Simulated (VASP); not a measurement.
# TiC (I4/mmm) in VASP: further runs, part 2 of 2

VASP 6.6.1. Earlier steps stand in the parts before.

**3. Single point, PBEsol (strain -0.025 along x and y, -0.050 along z)**

File INCAR:

```
PREC     = Accurate       # precision mode
ENCUT    = 520            # plane-wave cutoff, eV
EDIFF    = 1E-6           # SCF threshold, eV
ISMEAR   = 0              # smearing method
SIGMA    = 0.15           # smearing width, eV
LREAL    = F              # projectors in reciprocal space
LASPH    = T              # aspherical terms in the spheres
NELM     = 100            # most SCF steps
ALGO     = Normal         # electronic algorithm
ISIF     = 2              # what is computed and relaxed
LWAVE    = F              # write WAVECAR
LCHARG   = F              # write CHGCAR
GGA      = PS             # functional
NBANDS   = 15             # bands
```

File KPOINTS:

```
Automatic mesh
0
Gamma
  24 24 24
```

File POSCAR:

```
TiC
1.0
    0.0000000000      2.0930183472      2.0393512101
    2.0930183472      0.0000000000      2.0393512101
    2.0930183472      2.0930183472      0.0000000000
Ti C
1 1
Direct
    0.0000000000      0.0000000000      0.0000000000
    0.5000000000      0.5000000000      0.5000000000
```

Potentials or basis: VASP PAW PBE potentials, release 64 (Ti_sv, C).

On the command line:

```
cat potpaw_PBE.64/Ti_sv/POTCAR potpaw_PBE.64/C/POTCAR > POTCAR
mpirun -np 1 vasp_std > vasp.out
```

OUTCAR:

```text
PREC = Accurate
   ENCUT = 520
   EDIFF = 1E-6
   ISMEAR = 0
   LREAL = F
   LASPH = T
   NELM = 100
   ISIF = 2
   GGA = PS

 ion  position               nearest neighbor table
   1  0.000  0.000  0.000-   2 2.04   2 2.04   2 2.09   2 2.09   2 2.09   2 2.09
   2  0.500  0.500  0.500-   1 2.04   1 2.04   1 2.09   1 2.09   1 2.09   1 2.09

  LATTYP: Found a body centered tetragonal cell.
 ALAT       =     2.9599749329
 C/A-ratio  =     1.3779516762

  Lattice vectors:

 A1 = (   0.0000000000,  -2.0930183472,  -2.0393512101)
 A2 = (   0.0000000000,   2.0930183472,  -2.0393512101)
 A3 = (   2.0930183472,   0.0000000000,   2.0393512101)

Analysis of symmetry for initial positions (statically):
=====================================================================
 Subroutine PRICEL returns:
 Original cell was already a primitive cell.

 Routine SETGRP: Setting up the symmetry group for a
 body centered tetragonal supercell.

 Subroutine GETGRP returns: Found 16 space group operations
 (whereof 16 operations were pure point group operations)
 out of a pool of 16 trial point group operations.

The static configuration has the point symmetry D_4h.

Analysis of symmetry for dynamics (positions and initial velocities):
=====================================================================
 Subroutine PRICEL returns:
 Original cell was already a primitive cell.

 Routine SETGRP: Setting up the symmetry group for a
 body centered tetragonal supercell.

 Subroutine GETGRP returns: Found 16 space group operations
 (whereof 16 operations were pure point group operations)
 out of a pool of 16 trial point group operations.

The dynamic configuration has the point symmetry D_4h.

 Subroutine INISYM returns: Found 16 space group operations
 (whereof 16 operations are pure point group operations),
 and found     1 'primitive' translations

----------------------------------------------------------------------------------------

                                     Primitive cell

  volume of cell :      17.8677

  direct lattice vectors                    reciprocal lattice vectors
     0.000000000  2.093018347  2.039351210    -0.238889449  0.238889449  0.245176014
     2.093018347  0.000000000  2.039351210     0.238889449 -0.238889449  0.245176014
     2.093018347  2.093018347  0.000000000     0.238889449  0.238889449 -0.245176014

  length of vectors
     2.922272944  2.922272944  2.959974933     0.417429773  0.417429773  0.417429773

  position of ions in fractional coordinates (direct lattice)
     0.000000000  0.000000000  0.000000000
     0.500000000  0.500000000  0.500000000

  ion indices of the primitive-cell ions
   primitive index   ion index
                 1           1
                 2           2

----------------------------------------------------------------------------------------

 KPOINTS: Automatic mesh

Automatic generation of k-mesh.
 Grid dimensions read from file:
 generate k-points for:   24   24   24

 Generating k-lattice:

  Cartesian coordinates                     Fractional coordinates (reciprocal lattice)
    -0.009953727  0.009953727  0.010215667     0.041666667 -0.000000000  0.000000000
     0.009953727 -0.009953727  0.010215667    -0.000000000  0.041666667  0.000000000
     0.009953727  0.009953727 -0.010215667     0.000000000  0.000000000  0.041666667

[... 40 lines left out ...]
   total plane-waves  NPLWV =  13824
   dimension x,y,z NGX =    24 NGY =   24 NGZ =   24
   dimension x,y,z NGXF=    48 NGYF=   48 NGZF=   48
   ions per type =               1   1
   NGX,Y,Z   is equivalent  to a cutoff of  13.65, 13.65, 13.48 a.u.
   NGXF,Y,Z  is equivalent  to a cutoff of  27.31, 27.31, 26.96 a.u.
 SYSTEM =  unknown system
   PREC   = accura    normal or accurate (medium, high low for compatibility)
   ISTART =      0    job   : 0-new  1-cont  2-samecut
   ICHARG =      2    charge: 1-file 2-atom 10-const
   ISPIN  =      1    spin polarized calculation?
   LNONCOLLINEAR =      F non collinear calculations
   LSORBIT =      F    spin-orbit coupling
   LASPH  =      T    aspherical Exc in radial PAW
   ENCUT  =  520.0 eV  38.22 Ry    6.18 a.u.   5.43  5.43  5.50*2*pi/ulx,y,z
   NELM   =    100;   NELMIN=  2; NELMDL= -5     # of ELM steps
   EDIFF  = 0.1E-05   stopping-criterion for ELM
   LREAL  =      F    real-space projection
   EDIFFG = 0.1E-04   stopping-criterion for IOM
   NSW    =      0    number of steps for IOM
   IBRION =     -1    ionic relax: 0-MD 1-quasi-New 2-CG
   NFREE  =      0    steps in history (QN), initial steepest desc. (CG)
   ISIF   =      2    stress and relaxation
   ISYM   =      2    0-nonsym 1-usesym 2-fastsym
   POTIM  = 0.5000    time-step for ionic-motion
   TEBEG  =    0.0;   TEEND  =   0.0 temperature during run
   PSTRESS=    0.0 pullay stress
   NELECT =      16.0000    total number of electrons
   NUPDOWN=      -1.0000    fix difference up-down
   EMIN   =  10.00;   EMAX   =-10.00  energy-range for DOS
   EFERMI =   0.00;   METHOD = LEGACY
   ISMEAR =     0;   SIGMA  =   0.15  broadening in eV -4-tet -1-fermi 0-gaus
   EFERMI_NEDOS =   21; number of points for ismear=-14 and -15
   IALGO  =     38    algorithm
   IMIX   =      4    mixing-type and parameters
     AMIX     =   0.40;   BMIX     =  1.00
     AMIX_MAG =   1.60;   BMIX_MAG =  1.00
  volume/ion in A,a.u.               =       8.93        60.29
  Fermi-wavevector in a.u.,A,eV,Ry     =   1.577946  2.981886 33.877330  2.489913
  Thomas-Fermi vector in A             =   2.678551
   LORBIT       =      0    0 simple, 1 ext, 2 COOP (PROOUT), +10 PAW based schemes
   GGA     = PS    functional components
   LHFCALC =     F    Hartree Fock is set to
   AEXX    =    0.0000 exact exchange contribution
   IVDW    =     0    specifies the selected vdW correction
   LEPSILON=     F    determine dielectric tensor
   LRPA    =     F    only Hartree local field effects (RPA)
 non-spin polarized calculation
 Gauss-broadening in eV      SIGMA  =   0.15
  energy-cutoff  :      520.00
  volume of cell :       17.87
 maximum number of plane-waves:       515
 NGX is ok and might be reduce to    24
   NGX = 11   NGY = 11   NGZ = 11

 number of electron      15.9999997 magnetization

 Free energy of the ion-electron system (eV)
  ---------------------------------------------------
  ext. energy  EPLUGINS =         0.00000000
  ---------------------------------------------------
  free energy    TOTEN  =       -19.60024946 eV

  energy without entropy =      -19.59718968  energy(sigma->0) =      -19.59871957

 E-fermi :  10.8887     XC(G=0): -13.5379

 val. band max:       10.8880511785   @ k =   0.1250   0.0000   0.1250
 cond. band min:      10.8930463787   @ k =   0.5000   0.4583   0.0000
 fundamental gap:      0.0049952002
 Fermi energy:        10.8886629756

 k-point     1 :       0.0000    0.0000    0.0000
  band No.  band energies     occupation
      1     -45.0803      2.00000
      2     -21.1223      2.00000
      3     -21.1223      2.00000
      4     -21.1064      2.00000
      5      -2.0703      2.00000
      6      11.4991      0.00000
      7      11.4991      0.00000
      8      11.7333      0.00000
      9      12.7039      0.00000
     10      12.7039      0.00000
     11      12.7734      0.00000
     12      12.8631      0.00000
     13      12.9778      0.00000
     14      23.3732      0.00000
[... 401 lines left out ...]
      2     -21.9012      2.00000
      3     -21.2146      2.00000
      4     -21.1730      2.00000
      5       1.8267      2.00000
      6       4.7609      2.00000
      7       7.5997      2.00000
      8       7.6283      2.00000
      9      14.0447      0.00000
     10      14.3804      0.00000
     11      15.6259      0.00000
     12      19.8174      0.00000
     13      20.0052      0.00000
     14      20.7450      0.00000
     15      27.0633      0.00000

 [... further k-points ...]

------------------------ aborting loop because EDIFF is reached ----------------------------------------

  FORCE on cell =-STRESS in cart. coord.  units (eV):
  Direction    XX          YY          ZZ          XY          YZ          ZX
  --------------------------------------------------------------------------------------
  -------------------------------------------------------------------------------------
  Total        3.1225288      3.1225288      5.0873394      0.0000000     -0.0000000      0.0000000
  in kB      279.9941398    279.9941398    456.1768130      0.0000000     -0.0000000      0.0000000
  external PRESSURE =     338.7216976 kB  Pullay stress =       0.0000000 kB

 VOLUME and BASIS-vectors are now :
 -----------------------------------------------------------------------------
  energy-cutoff  :      520.00
  volume of cell :       17.87
      direct lattice vectors                 reciprocal lattice vectors
     0.000000000  2.093018347  2.039351210    -0.238889449  0.238889449  0.245176014
     2.093018347  0.000000000  2.039351210     0.238889449 -0.238889449  0.245176014
     2.093018347  2.093018347  0.000000000     0.238889449  0.238889449 -0.245176014

 POSITION                                       TOTAL-FORCE (eV/Angst)
 -----------------------------------------------------------------------------------
      0.00000      0.00000      0.00000        -0.000000      0.000000      0.000000
      2.09302      2.09302      2.03935         0.000000     -0.000000      0.000000
 -----------------------------------------------------------------------------------
    total drift:                                0.000000     -0.000000     -0.000000

  FREE ENERGIE OF THE ION-ELECTRON SYSTEM (eV)
  ---------------------------------------------------
  free  energy   TOTEN  =       -19.6002494620 eV

  energy  without entropy=      -19.5971896803  energy(sigma->0) =      -19.59871957
```

It took 3.8 min on 1 thread of Intel Xeon 8259CL, shared host; peak memory 0.4 GiB.

What came out:

```
Free energy            : -19.6002 eV
Pressure               : 33.9 GPa
Band gap on the k mesh : zero (bands 8 and 9 overlap by 1.49 eV)
```

Stress tensor (GPa, compression positive):
```
28.00  0.00  0.00
 0.00 28.00  0.00
 0.00  0.00 45.62
```

Caveat: the cell differs from its parent crystal (strain -0.025 along x and y, -0.050 along z); the stress differs along the axes, from 28 to 46 GPa; the PAW data sets were made with another functional, which shifts forces and pressure a little.

**4. Single point, PBEsol (strain -0.050 along x and y, +0.025 along z)**

File INCAR:

```
PREC = Accurate
ENCUT = 520
EDIFF = 1E-6
ISMEAR = 0
SIGMA = 0.15
LREAL = False
LASPH = True
NELM = 60
ALGO = Normal
ISIF = 2
LWAVE = False
LCHARG = True
GGA = PS
LELF = True
LVHAR = True
NBANDS = 15
```

File KPOINTS:

```
regular mesh
0
Gamma
  24 24 24
```

File POSCAR:

```
TiC
1.0
    0.0000000000      2.0393512101      2.2003526214
    2.0393512101      0.0000000000      2.2003526214
    2.0393512101      2.0393512101      0.0000000000
Ti C
1 1
Direct
    0.0000000000      0.0000000000      0.0000000000
    0.5000000000      0.5000000000      0.5000000000
```

On the command line:

```
cat potpaw_PBE.64/Ti_sv/POTCAR potpaw_PBE.64/C/POTCAR > POTCAR
mpirun -np 1 vasp_std > vasp.out
```

Wall time 3.5 min (1 thread of Intel Xeon 8259CL, shared host); peak memory 0.4 GiB.

The run converged. Its results:

* Free energy: -19.5711 eV
* Pressure: 27.8 GPa
* Band gap on the k mesh: zero (bands 8 and 9 overlap by 1.59 eV)

Stress tensor (GPa, compression positive):
```
41.85  0.00  0.00
 0.00 41.85  0.00
 0.00  0.00 -0.26
```

Levels at points of the mesh, in eV from the Fermi level:
```
           k point  band 5  band 6  band 7  band 8  band 9  band 10  band 11  band 12
(0.00, 0.00, 0.00)  -12.86    0.25    0.93    0.93    1.48     1.57     1.97     1.97
(0.50, 0.00, 0.00)   -8.75   -6.38   -3.41   -3.22    3.20     3.54     4.82     8.62
(0.50, 0.50, 0.00)  -10.61   -4.07   -1.93    0.49    0.49     3.13     4.01     4.01
(0.50, 0.00, 0.50)  -10.49   -3.15   -2.04   -0.18   -0.02     3.08     3.75     4.36
```

Caveat: the cell differs from its parent crystal (strain -0.050 along x and y, +0.025 along z); the stress differs along the axes, from -0 to 42 GPa; the PAW data sets were made with another functional, which shifts forces and pressure a little.

**5. The runs side by side**

```tsv
cell	gap on the mesh (eV)	pressure (GPa)
a = 2.961, b = 2.961, c = 2.884 Å, angles 60.9, 60.9, 58.3°, 2 atoms	none	35.3
a = 2.922, b = 2.922, c = 2.960 Å, angles 59.6, 59.6, 60.9°, 2 atoms	none	33.9
a = 3.000, b = 3.000, c = 2.884 Å, angles 61.3, 61.3, 57.5°, 2 atoms	none	27.8
```

Alike in all rows: task single point; level PBEsol; potentials or basis VASP PAW PBE potentials, release 64 (Ti_sv, C); no spin polarisation; k mesh 24 × 24 × 24; cutoff (eV) 520; smearing gaussian 0.15 eV.

Caveats: the PAW data sets were made with another functional, which shifts forces and pressure a little; the stress differs along the axes, from 14 to 46 GPa (at least some runs); the stress differs along the axes, from 28 to 46 GPa (at least some runs); the stress differs along the axes, from -0 to 42 GPa (at least some runs).

Total energies depend on the potentials used, so only differences within one code and one set of settings carry meaning.
